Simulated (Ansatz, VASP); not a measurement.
One calculation of Ge, two programs

```
Ge
1.0
     0.00000    2.88598    2.88598
     2.88598    0.00000    2.88598
     2.88598    2.88598    0.00000
Ge
2
Direct
  0.50000 0.50000 0.50000
  0.75000 0.75000 0.75000
```

Alike in both runs: task single point; functional PBE; k mesh 2 × 2 × 2; occupations fermi-dirac, width 0.05 eV; no spin polarisation.

```csv
,VASP,Ansatz
version,VASP 6.6.1,Ansatz 0.2.0
potentials or method,"VASP PAW PBE potentials, release 64 (Ge_d), cutoff 520 eV","plane waves (420 eV) with PAW, scalar-relativistic"
valence electrons in the cell,28,28
```

VASP gave:

```
pressure (GPa) : 13.9
```

Task: Which values does Ansatz return?

Result: Pressure (GPa): 14.0.

The k mesh is coarse, so the values compare programs but aren't converged.
